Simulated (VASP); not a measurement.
SnO, 4 atoms in the cell. Symmetry: Pmn2_1, No. 31, orthorhombic system. The conventional cell has a = 2.958 Å, b = 5.710 Å, c = 3.904 Å, α = 90.00°, β = 90.00°, γ = 90.00°. Sn (site symmetry m) has 3 O at 2.01 to 2.14 Å within 2.7 Å. O (site symmetry m) has 3 Sn at 2.01 to 2.14 Å and 4 O at 2.79 Å within 2.8 Å. 

```yaml
Program: VASP 6.6.1
Task: single point
Functional: PBE
Dispersion: D3(BJ)
Potentials_or_basis: VASP PAW PBE potentials, release 64 (Sn_d, O)
Cutoff: 520 eV
k_mesh: 10 × 6 × 8
Occupations: gaussian, width 0.05 eV
Spin: no spin polarisation
Dipole_correction: no
Further_INCAR_settings: ALGO = Normal; EDIFF = 1e-06; NBANDS = 28
```

Potentials or basis: VASP PAW PBE potentials, release 64 (Sn_d, O).

The run is started by

```bash
$ cat potpaw_PBE.64/Sn_d/POTCAR potpaw_PBE.64/O/POTCAR > POTCAR
$ mpirun -np 1 vasp_std > vasp.out
```

Hardware: 1 thread of Intel(R) Xeon(R) Platinum 8375C CPU @ 2.90GHz (Ice Lake), on a shared host.

Q: Estimate the wall time of this run.

A: Run time: 2.4 min on 1 thread of Intel(R) Xeon(R) Platinum 8375C CPU @ 2.90GHz (Ice Lake), on a shared host, peak memory 0.31 GiB. Counts: scf iterations 14, k points 120.
